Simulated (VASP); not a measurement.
A run of VASP 6.6.1:

The input INCAR:

```
SYSTEM = Zr
ALGO = Normal
EDIFF = 1E-6
EDIFFG = -0.01
ENCUT = 600
GGA = RP
IBRION = 2
ISIF = 3
ISMEAR = -1
LASPH = .True.
LCHARG = .False.
LREAL = .False.
LWAVE = .False.
NELM = 100
NSW = 60
PREC = Accurate
SIGMA = 0.05
```

KPOINTS

```
k-points
0
Gamma
  9 9 5
  0 0 0
```

The input POSCAR:

```
Zr
1.0
    3.2320000000      0.0000000000      0.0000000000
   -1.6160000000      2.7989941050      0.0000000000
    0.0000000000      0.0000000000      5.1470000000
Zr
2
Direct
    0.6666666667      0.3333333333      0.7500000000
    0.3333333333      0.6666666667      0.2500000000
```

Potentials or basis: VASP PAW PBE potentials, release 64 (Zr_sv).

The run is started by

```console
$ cat potpaw_PBE.64/Zr_sv/POTCAR > POTCAR
$ mpirun -np 1 vasp_std > vasp.out
```

Hardware: 1 thread of Intel Xeon 8259CL, with other jobs on the host.

Question: How long does it take, and how much memory?

Answer: Wall time 2.2 min on 1 thread of Intel Xeon 8259CL, with other jobs on the host, peak memory 0.2 GiB. Counts: scf iterations 36, k points 36, ion steps 4.
